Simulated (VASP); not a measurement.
# Al2Cu (P4/mmm) in VASP: further runs

Al2Cu is run at these levels: PBE+U, LDA; tasks: single point.

Everything below comes from runs of VASP 6.6.1. Logs are shortened: lines on timing, memory, paths and dates and some standing lists are left out, and cuts for length are marked.

### 1 The cell of the first run

It takes space group P4/mmm (No. 123, tetragonal). The conventional cell has a = 3.911 Å, b = 3.911 Å, c = 2.755 Å, α = 90.00°, β = 90.00°, γ = 90.00°. Al (site symmetry mmm) has 4 Cu at 2.39 Å and 6 Al at 2.75 to 2.77 Å within 3.2 Å. Within 3.2 Å of Cu (site symmetry 4/mmm) lie 8 Al at 2.39 Å and 2 Cu at 2.75 Å.

### 2 Single point, PBE+U

INCAR

```
SYSTEM = Al2Cu
PREC = Accurate
ENCUT = 820
EDIFF = 1E-6
ISMEAR = 0
SIGMA = 0.1
LREAL = .False.
LASPH = .True.
NELM = 200
ALGO = Normal
ISIF = 2
LWAVE = .False.
LCHARG = .False.
LMAXMIX = 4
LDAU = .True.
LDAUTYPE = 1
LDAUL = -1 2
LDAUU = 0 7
LDAUJ = 0 0.84
LDAUPRINT = 1
GGA = PE
NBANDS = 20
GGA_COMPAT = .False.
```

KPOINTS

```
Automatic mesh
0
Gamma
  2 2 2
  0 0 0
```

POSCAR

```
Al2Cu
1.0
    3.9114500189      0.0000000000      0.0000000000
    0.0000000000      3.9114500189      0.0000000000
    0.0000000000      0.0000000000      2.7548659934
Al Cu
2 1
Direct
    0.5000000000      0.0000000000      0.5000000000
    0.0000000000      0.5000000000      0.5000000000
    0.0000000000      0.0000000000      0.0000000000
```

Potentials or basis: VASP PAW PBE potentials, release 64 (Al, Cu_sv_GW).

Started as:

```
> cat potpaw_PBE.64/Al/POTCAR potpaw_PBE.64/Cu_sv_GW/POTCAR > POTCAR
> mpirun -np 1 vasp_std > vasp.out
```

OUTCAR:

```text
SYSTEM = Al2Cu
   PREC = Accurate
   ENCUT = 820
   EDIFF = 1E-6
   ISMEAR = 0
   LREAL = .False.
   LASPH = .True.
   NELM = 200
   ISIF = 2
   GGA = PE

 ion  position               nearest neighbor table
   1  0.500  0.000  0.500-   3 2.39   3 2.39   3 2.39   3 2.39   2 2.77   2 2.77   2 2.77   2 2.77

   2  0.000  0.500  0.500-   3 2.39   3 2.39   3 2.39   3 2.39   1 2.77   1 2.77   1 2.77   1 2.77

   3  0.000  0.000  0.000-   1 2.39   2 2.39   1 2.39   2 2.39   2 2.39   2 2.39   1 2.39   1 2.39

  LATTYP: Found a simple tetragonal cell.
 ALAT       =     3.9114500189
 C/A-ratio  =     0.7043081159

  Lattice vectors:

 A1 = (   3.9114500189,   0.0000000000,   0.0000000000)
 A2 = (   0.0000000000,   3.9114500189,   0.0000000000)
 A3 = (   0.0000000000,   0.0000000000,   2.7548659934)

Analysis of symmetry for initial positions (statically):
=====================================================================
 Subroutine PRICEL returns:
 Original cell was already a primitive cell.

 Routine SETGRP: Setting up the symmetry group for a
 simple tetragonal supercell.

 Subroutine GETGRP returns: Found 16 space group operations
 (whereof 16 operations were pure point group operations)
 out of a pool of 16 trial point group operations.

The static configuration has the point symmetry D_4h.

Analysis of symmetry for dynamics (positions and initial velocities):
=====================================================================
 Subroutine PRICEL returns:
 Original cell was already a primitive cell.

 Routine SETGRP: Setting up the symmetry group for a
 simple tetragonal supercell.

 Subroutine GETGRP returns: Found 16 space group operations
 (whereof 16 operations were pure point group operations)
 out of a pool of 16 trial point group operations.

The dynamic configuration has the point symmetry D_4h.

 Subroutine INISYM returns: Found 16 space group operations
 (whereof 16 operations are pure point group operations),
 and found     1 'primitive' translations

----------------------------------------------------------------------------------------

                                     Primitive cell

  volume of cell :      42.1479

  direct lattice vectors                    reciprocal lattice vectors
     3.911450019  0.000000000  0.000000000     0.255659665  0.000000000  0.000000000
     0.000000000  3.911450019  0.000000000     0.000000000  0.255659665  0.000000000
     0.000000000  0.000000000  2.754865993     0.000000000  0.000000000  0.362994063

  length of vectors
     3.911450019  3.911450019  2.754865993     0.255659665  0.255659665  0.362994063

  position of ions in fractional coordinates (direct lattice)
     0.500000000  0.000000000  0.500000000
     0.000000000  0.500000000  0.500000000
     0.000000000  0.000000000  0.000000000

  ion indices of the primitive-cell ions
   primitive index   ion index
                 1           1
                 2           2
                 3           3

----------------------------------------------------------------------------------------

 KPOINTS: Automatic mesh

Automatic generation of k-mesh.
 Grid dimensions read from file:
 generate k-points for:    2    2    2

 Generating k-lattice:

  Cartesian coordinates                     Fractional coordinates (reciprocal lattice)
     0.127829832  0.000000000  0.000000000     0.500000000  0.000000000  0.000000000
     0.000000000  0.127829832  0.000000000     0.000000000  0.500000000  0.000000000
     0.000000000  0.000000000  0.181497032     0.000000000  0.000000000  0.500000000

  Length of vectors
     0.127829832  0.127829832  0.181497032

  Shift w.r.t. Gamma in fractional coordinates (k-lattice)
     0.000000000  0.000000000  0.000000000

 Subroutine IBZKPT returns following result:
 ===========================================

 Found      6 irreducible k-points:

 Following reciprocal coordinates:
            Coordinates               Weight
  0.000000  0.000000  0.000000      1.000000
  0.500000  0.000000  0.000000      2.000000
  0.500000  0.500000  0.000000      1.000000
  0.000000  0.000000  0.500000      1.000000
  0.500000  0.000000  0.500000      2.000000
  0.500000  0.500000  0.500000      1.000000
   k-points           NKPTS =      6   k-points in BZ     NKDIM =      6   number of bands    NBANDS=     20
   number of dos      NEDOS =    301   number of ions     NIONS =      3
   total plane-waves  NPLWV =  44800
   dimension x,y,z NGX =    40 NGY =   40 NGZ =   28
   dimension x,y,z NGXF=    80 NGYF=   80 NGZF=   56
   ions per type =               2   1
   NGX,Y,Z   is equivalent  to a cutoff of  17.00, 17.00, 16.90 a.u.
   NGXF,Y,Z  is equivalent  to a cutoff of  34.00, 34.00, 33.79 a.u.
 SYSTEM =  Al2Cu
   PREC   = accura    normal or accurate (medium, high low for compatibility)
   ISTART =      0    job   : 0-new  1-cont  2-samecut
   ICHARG =      2    charge: 1-file 2-atom 10-const
   ISPIN  =      1    spin polarized calculation?
   LNONCOLLINEAR =      F non collinear calculations
   LSORBIT =      F    spin-orbit coupling
   LASPH  =      T    aspherical Exc in radial PAW
   ENCUT  =  820.0 eV  60.27 Ry    7.76 a.u.   9.13  9.13  6.43*2*pi/ulx,y,z
   NELM   =    200;   NELMIN=  2; NELMDL= -5     # of ELM steps
   EDIFF  = 0.1E-05   stopping-criterion for ELM
   LREAL  =      F    real-space projection
   EDIFFG = 0.1E-04   stopping-criterion for IOM
   NSW    =      0    number of steps for IOM
   IBRION =     -1    ionic relax: 0-MD 1-quasi-New 2-CG
   NFREE  =      0    steps in history (QN), initial steepest desc. (CG)
   ISIF   =      2    stress and relaxation
   ISYM   =      2    0-nonsym 1-usesym 2-fastsym
   POTIM  = 0.5000    time-step for ionic-motion
   TEBEG  =    0.0;   TEEND  =   0.0 temperature during run
   PSTRESS=    0.0 pullay stress
   NELECT =      25.0000    total number of electrons
   NUPDOWN=      -1.0000    fix difference up-down
   EMIN   =  10.00;   EMAX   =-10.00  energy-range for DOS
   EFERMI =   0.00;   METHOD = LEGACY
   ISMEAR =     0;   SIGMA  =   0.10  broadening in eV -4-tet -1-fermi 0-gaus
   EFERMI_NEDOS =   21; number of points for ismear=-14 and -15
   IALGO  =     38    algorithm
   IMIX   =      4    mixing-type and parameters
     AMIX     =   0.40;   BMIX     =  1.00
     AMIX_MAG =   1.60;   BMIX_MAG =  1.00
  volume/ion in A,a.u.               =      14.05        94.81
  Fermi-wavevector in a.u.,A,eV,Ry     =   1.375507  2.599331 25.742490  1.892020
  Thomas-Fermi vector in A             =   2.500837
   LORBIT       =      0    0 simple, 1 ext, 2 COOP (PROOUT), +10 PAW based schemes
 LDA+U is selected, type is set to LDAUTYPE =  1
   angular momentum for each species LDAUL =    -1    2
   U (eV)           for each species LDAUU =   0.0  7.0
   J (eV)           for each species LDAUJ =   0.0  0.8
   GGA     = PE    functional components
   LHFCALC =     F    Hartree Fock is set to
   AEXX    =    0.0000 exact exchange contribution
   IVDW    =     0    specifies the selected vdW correction
   LEPSILON=     F    determine dielectric tensor
   LRPA    =     F    only Hartree local field effects (RPA)
 non-spin polarized calculation
 Gauss-broadening in eV      SIGMA  =   0.10
  energy-cutoff  :      820.00
  volume of cell :       42.15
 maximum number of plane-waves:      2280
 NGX is ok and might be reduce to    40
   NGX = 19   NGY = 19   NGZ = 13

atom =   3  type =  2  l = 2

 onsite density matrix

spin component  1

  0.9085  0.0000 -0.0000 -0.0000 -0.0000
  0.0000  0.8863  0.0000 -0.0000  0.0000
 -0.0000  0.0000  0.9308  0.0000  0.0000
 -0.0000 -0.0000  0.0000  0.8863 -0.0000
 -0.0000  0.0000  0.0000 -0.0000  0.8716

spin component  2

  0.9085  0.0000 -0.0000 -0.0000 -0.0000
  0.0000  0.8863  0.0000 -0.0000  0.0000
 -0.0000  0.0000  0.9308  0.0000  0.0000
 -0.0000 -0.0000  0.0000  0.8863 -0.0000
 -0.0000  0.0000  0.0000 -0.0000  0.8716

 occupancies and eigenvectors

  o =  0.8716  v =  0.0000 -0.0000 -0.0000  0.0000  1.0000  0.0000  0.0000  0.0000  0.0000  0.0000      0.0000  0.0000  0.0000  0.0000  0.0000  0.0000  0.0000  0.0000  0.0000  0.0000
  o =  0.8716  v =  0.0000  0.0000  0.0000  0.0000  0.0000  0.0000 -0.0000 -0.0000  0.0000  1.0000      0.0000  0.0000  0.0000  0.0000  0.0000  0.0000  0.0000  0.0000  0.0000  0.0000
  o =  0.8863  v =  0.0000  0.0000  0.0000  0.0000  0.0000  0.0000 -0.9834  0.0000  0.1816 -0.0000      0.0000  0.0000  0.0000  0.0000  0.0000  0.0000  0.0000  0.0000  0.0000  0.0000
  o =  0.8863  v =  0.0000 -0.9834  0.0000  0.1816 -0.0000  0.0000  0.0000  0.0000  0.0000  0.0000      0.0000  0.0000  0.0000  0.0000  0.0000  0.0000  0.0000  0.0000  0.0000  0.0000
  o =  0.8863  v =  0.0000  0.1816 -0.0000  0.9834  0.0000  0.0000  0.0000  0.0000  0.0000  0.0000      0.0000  0.0000  0.0000  0.0000  0.0000  0.0000  0.0000  0.0000  0.0000  0.0000
  o =  0.8863  v =  0.0000  0.0000  0.0000  0.0000  0.0000  0.0000  0.1816 -0.0000  0.9834  0.0000      0.0000  0.0000  0.0000  0.0000  0.0000  0.0000  0.0000  0.0000  0.0000  0.0000
  o =  0.9085  v =  1.0000  0.0000  0.0000  0.0000  0.0000  0.0000  0.0000  0.0000  0.0000  0.0000      0.0000  0.0000  0.0000  0.0000  0.0000  0.0000  0.0000  0.0000  0.0000  0.0000
  o =  0.9085  v =  0.0000  0.0000  0.0000  0.0000  0.0000  1.0000  0.0000  0.0000  0.0000  0.0000      0.0000  0.0000  0.0000  0.0000  0.0000  0.0000  0.0000  0.0000  0.0000  0.0000
  o =  0.9308  v =  0.0000  0.0000  0.0000  0.0000  0.0000  0.0000  0.0000  1.0000  0.0000  0.0000      0.0000  0.0000  0.0000  0.0000  0.0000  0.0000  0.0000  0.0000  0.0000  0.0000
  o =  0.9308  v =  0.0000  0.0000  1.0000  0.0000  0.0000  0.0000  0.0000  0.0000  0.0000  0.0000      0.0000  0.0000  0.0000  0.0000  0.0000  0.0000  0.0000  0.0000  0.0000  0.0000

 number of electron      25.0000005 magnetization

 Free energy of the ion-electron system (eV)
  ---------------------------------------------------
  ext. energy  EPLUGINS =         0.00000000
  ---------------------------------------------------
  free energy    TOTEN  =        -8.43248544 eV

  energy without entropy =       -8.43248544  energy(sigma->0) =       -8.43248544

 E-fermi :   8.4006     XC(G=0): -11.1346

 val. band max:        8.0019355259   @ k =   0.5000   0.5000   0.5000
 cond. band min:       8.8070553808   @ k =   0.0000   0.0000   0.0000
 fundamental gap:      0.8051198549
 Fermi energy:         8.4005686169

 k-point     1 :       0.0000    0.0000    0.0000
  band No.  band energies     occupation
      1    -104.4692      2.00000
      2     -61.8859      2.00000
      3     -61.8859      2.00000
      4     -61.8047      2.00000
      5      -2.7449      2.00000
      6       1.8844      2.00000
[... 12 lines left out ...]
     19      15.9845      0.00000
     20      22.9265      0.00000

 k-point     2 :       0.5000    0.0000    0.0000
  band No.  band energies     occupation
      1    -104.4691      2.00000
      2     -61.8862      2.00000
      3     -61.8857      2.00000
      4     -61.8046      2.00000
      5      -0.9949      2.00000
      6       0.3228      2.00000
[... 12 lines left out ...]
     19      18.8751      0.00000
     20      20.7046      0.00000

 k-point     3 :       0.5000    0.5000    0.0000
  band No.  band energies     occupation
      1    -104.4692      2.00000
      2     -61.8862      2.00000
      3     -61.8862      2.00000
      4     -61.8049      2.00000
      5       0.7754      2.00000
      6       1.7820      2.00000
[... 12 lines left out ...]
     19      20.1393      0.00000
     20      20.1424      0.00000

 k-point     4 :       0.0000    0.0000    0.5000
  band No.  band energies     occupation
      1    -104.4674      2.00000
      2     -61.8837      2.00000
      3     -61.8837      2.00000
      4     -61.8294      2.00000
      5       1.6445      2.00000
      6       1.7289      2.00000
[... 12 lines left out ...]
     19      16.9328      0.00000
     20      17.5875      0.00000

 k-point     5 :       0.5000    0.0000    0.5000
  band No.  band energies     occupation
      1    -104.4675      2.00000
      2     -61.8839      2.00000
      3     -61.8838      2.00000
      4     -61.8293      2.00000
      5       1.4575      2.00000
      6       2.1708      2.00000
[... 12 lines left out ...]
     19      15.5698      0.00000
     20      16.0307      0.00000

 k-point     6 :       0.5000    0.5000    0.5000
  band No.  band energies     occupation
      1    -104.4675      2.00000
      2     -61.8839      2.00000
      3     -61.8839      2.00000
      4     -61.8291      2.00000
      5       1.6969      2.00000
      6       1.6969      2.00000
[... 12 lines left out ...]
     19      23.6163      0.00000
     20      23.9122      0.00000

------------------------ aborting loop because EDIFF is reached ----------------------------------------

  FORCE on cell =-STRESS in cart. coord.  units (eV):
  Direction    XX          YY          ZZ          XY          YZ          ZX
  --------------------------------------------------------------------------------------
  -------------------------------------------------------------------------------------
  Total        1.6361361      1.6361361      9.0179554      0.0000000     -0.0000000      0.0000000
  in kB       62.1947836     62.1947836    342.8014239      0.0000000     -0.0000000      0.0000000
  external PRESSURE =     155.7303304 kB  Pullay stress =       0.0000000 kB

 VOLUME and BASIS-vectors are now :
 -----------------------------------------------------------------------------
  energy-cutoff  :      820.00
  volume of cell :       42.15
      direct lattice vectors                 reciprocal lattice vectors
     3.911450019  0.000000000  0.000000000     0.255659665  0.000000000  0.000000000
     0.000000000  3.911450019  0.000000000     0.000000000  0.255659665  0.000000000
     0.000000000  0.000000000  2.754865993     0.000000000  0.000000000  0.362994063

 POSITION                                       TOTAL-FORCE (eV/Angst)
 -----------------------------------------------------------------------------------
      1.95573      0.00000      1.37743         0.000000      0.000000      0.000000
      0.00000      1.95573      1.37743         0.000000      0.000000      0.000000
      0.00000      0.00000      0.00000         0.000000      0.000000      0.000000
 -----------------------------------------------------------------------------------
    total drift:                               -0.000000     -0.000000      0.000000

  FREE ENERGIE OF THE ION-ELECTRON SYSTEM (eV)
  ---------------------------------------------------
  free  energy   TOTEN  =        -8.4324854392 eV

  energy  without entropy=       -8.4324854374  energy(sigma->0) =       -8.43248544
```

Wall time 9.9 s (1 thread of Intel Xeon Platinum 8488C (Sapphire Rapids), shared host); peak memory 0.2 GiB.

What came out:

| Property | Result |
| --- | --- |
| Free energy | -8.4325 eV |
| Pressure | 15.6 GPa |
| Band gap on the k mesh | zero (an odd number of electrons rules out a gap without spin polarisation) |

Stress tensor (GPa, compression positive):
```
 6.22  0.00  0.00
 0.00  6.22  0.00
 0.00  0.00 34.28
```

Levels at points of the mesh, in eV from the Fermi level:
```tsv
k point	band 9	band 10	band 11	band 12	band 13	band 14	band 15	band 16
(0.00, 0.00, 0.00)	-5.24	-5.24	-2.33	-2.33	0.41	1.05	7.08	7.21
(0.50, 0.00, 0.00)	-5.55	-5.27	-5.24	-0.79	1.74	2.04	2.65	8.66
(0.50, 0.50, 0.00)	-5.58	-5.36	-5.26	-5.26	-3.07	9.16	9.16	10.63
(0.00, 0.00, 0.50)	-5.98	-5.48	-3.87	3.03	3.04	3.04	3.12	3.12
(0.50, 0.00, 0.50)	-5.34	-4.92	-3.23	-2.76	-1.83	4.18	4.66	5.08
(0.50, 0.50, 0.50)	-5.20	-3.36	-2.23	-2.23	-0.97	-0.40	0.42	0.42
```

Eigenvalues of the final occupation matrices:
```csv
site,spin,trace,eigenvalues
site 3 d,1,4.48,0.87 0.89 0.89 0.91 0.93
site 3 d,2,4.48,0.87 0.89 0.89 0.91 0.93
```

Caveat: the k points lie up to 1.14 Å⁻¹ apart, too coarse for converged energies and pressures of a metal; U without spin polarisation on a metal has little footing; the U is typed as a test and isn't derived for this compound.

### 3 Single point, LDA

This run uses another cell than the first one, of 16.24 Å³/atom.

INCAR

```
SYSTEM = Al2Cu
ALGO = Normal
EDIFF = 1E-6
ENCUT = 820
GGA = CA
GGA_COMPAT = .False.
ISIF = 2
ISMEAR = 0
LASPH = .True.
LCHARG = .False.
LREAL = .False.
LWAVE = .False.
NBANDS = 20
NELM = 120
PREC = Accurate
SIGMA = 0.1
```

KPOINTS

```
Automatic mesh
0
Gamma
  1 1 1
  0.5 0.5 0
```

POSCAR

```
Al2Cu
1.0
    4.1051820000      0.0000000000      0.0000000000
    0.0000000000      4.1051820000      0.0000000000
    0.0000000000      0.0000000000      2.8913130000
Al Cu
2 1
Direct
    0.5000000000      0.0000000000      0.5000000000
    0.0000000000      0.5000000000      0.5000000000
    0.0000000000      0.0000000000      0.0000000000
```

Potentials or basis: VASP PAW LDA potentials, release 64 (Al, Cu_sv_GW).

Started as:

```
> cat potpaw_LDA.64/Al/POTCAR potpaw_LDA.64/Cu_sv_GW/POTCAR > POTCAR
> mpirun -np 1 vasp_std > vasp.out
```

Wall time 5.3 s (1 thread of Intel Xeon Platinum 8259CL at 2.50GHz (Skylake/Cascade Lake), shared host); peak memory 0.17 GiB.

The run converged. Its results:

| Quantity | Value |
| --- | --- |
| Free energy | -24.8181 eV |
| Pressure | -23.7 GPa |
| Band gap on the k mesh | zero (an odd number of electrons rules out a gap without spin polarisation) |

Stress tensor (GPa, compression positive):
```
 10.18   0.00   0.00
  0.00  10.18   0.00
  0.00   0.00 -91.49
```

Levels at points of the mesh, in eV from the Fermi level:
```tsv
k point	band 8	band 9	band 10	band 11	band 12	band 13	band 14	band 15	band 16	band 17
(0.50, 0.50, 0.00)	-3.02	-2.11	-1.64	-1.55	-1.55	0.00	11.10	11.10	11.68	12.24
```

Caveat: the k points lie up to 2.17 Å⁻¹ apart, too coarse for converged energies and pressures of a metal.

The gap in the log of VASP goes by the Fermi energy; the results here count the filled bands.